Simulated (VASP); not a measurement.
Set up this calculation in VASP 6.6.1, as the native input.

```
Task                   : single point
Functional             : PBEsol
Potentials or basis    : VASP PAW PBE potentials, release 64 (Al)
Cutoff                 : 520 eV
k mesh                 : 18 × 18 × 6
Occupations            : gaussian, width 0.15 eV
Spin                   : no spin polarisation
Dipole correction      : no
Further INCAR settings : ALGO = Fast; EDIFF = 1e-06; NBANDS = 14
```

The structure of Al lies in POSCAR:

```
Al
1.0
    2.8362844918     -0.0141814225      0.0000000000
   -1.4304237180      2.4633851335      0.0000000000
    0.0000000000      0.0000000000      9.3221494563
Al
4
Direct
    0.0000000000      0.0000000000      0.0000000000
    0.3333333333      0.6666666667      0.2500000000
    0.0000000000      0.0000000000      0.5000000000
    0.6666666667      0.3333333333      0.7500000000
```

This isn't the form of Al at room conditions, which is fcc.

This cell differs from its parent crystal: strain -0.0100 x Voigt [0, 0, 0, 0, 0, 1].

The input as run:

INCAR

```
SYSTEM = Al
  ALGO = Fast
  EDIFF = 1E-6
  ENCUT = 520
  GGA = PS
  ISIF = 2
  ISMEAR = 0
  LASPH = .TRUE.
  LCHARG = .FALSE.
  LREAL = .FALSE.
  LWAVE = .FALSE.
  NBANDS = 14
  NELM = 100
  PREC = Accurate
  SIGMA = 0.15
```

KPOINTS

```
k-points
0
G
  18 18 6
  0 0 0
```

Potentials or basis: VASP PAW PBE potentials, release 64 (Al).

The run is started by

```console
$ cat potpaw_PBE.64/Al/POTCAR > POTCAR
$ mpirun -np 1 vasp_std > vasp.out
```

Results of the run:

- Pressure: 0.1 GPa
- Largest force: 0.005 eV/Å
- Band gap on the k mesh: zero (bands 6 and 7 overlap by 5.50 eV)

Caveat: the cell differs from its parent crystal (strain -0.0100 x Voigt [0, 0, 0, 0, 0, 1]); the PAW data sets were made with another functional, which shifts forces and pressure a little.

It took 2.8 min on 1 thread of Intel(R) Xeon(R) 6975P-C (Granite Rapids), with other jobs on the host, peak memory 0.53 GiB.
